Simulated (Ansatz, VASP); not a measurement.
## Mg in VASP and in Ansatz

```
Mg
1.0
     3.14159    0.00000    0.00000
    -1.57079    2.72070    0.00000
     0.00000    0.00000    5.10075
Mg
2
Direct
  0.33333 0.66667 0.25000
  0.66667 0.33333 0.75000
```

Alike in both runs: task single point; functional RPBE; k mesh 18 × 18 × 10; occupations fermi-dirac, width 0.1 eV; no spin polarisation.

|  | VASP | Ansatz |
| --- | --- | --- |
| version | VASP 6.6.1 | Ansatz 0.2.0 |
| potentials or method | VASP PAW PBE potentials, release 64 (Mg), cutoff 520 eV | plane waves (420 eV) with PAW, scalar-relativistic |
| valence electrons in the cell | 4 | 20 |

|  | VASP | Ansatz | Ansatz less VASP |
| --- | --- | --- | --- |
| pressure (GPa) | 3.2 | 3.4 | +0.21 |
| traceless stress, the component that is largest in VASP (GPa) | -0.11 | -0.11 | 0.000 |

VASP's potentials were made for PBE, not for RPBE. With one functional, cell and mesh, what is left measures potentials, basis and numerics. VASP's potentials hold 4 valence electrons a cell and Ansatz's 20, so a difference there can come from the potentials and not from the codes.
